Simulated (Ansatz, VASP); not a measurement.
Cs: VASP beside Ansatz

```xyz
2
Lattice="0.0000 5.9497 5.9497 5.9497 0.0000 5.9497 5.9497 5.9497 0.0000" Properties=species:S:1:pos:R:3 pbc="T T T"
Cs    1.4874    1.4874    1.4874
Cs   10.4120   10.4120   10.4120
```

Alike in both runs: task single point; functional RPBE; k mesh 5 × 5 × 5; occupations fermi-dirac, width 0.1 eV; no spin polarisation.

|  | VASP | Ansatz |
| --- | --- | --- |
| version | VASP 6.6.1 | Ansatz 0.2.0 |
| potentials or method | VASP PAW PBE potentials, release 64 (Cs_sv), cutoff 520 eV | plane waves (420 eV) with PAW, scalar-relativistic |
| valence electrons in the cell | 18 | 18 |

```csv
,VASP,Ansatz,Ansatz less VASP
pressure (GPa),0.0,0.0,0.00
```

VASP's potentials were made for PBE, not for RPBE. With one functional, cell and mesh, what is left measures potentials, basis and numerics.

Spin-orbit coupling is off throughout.
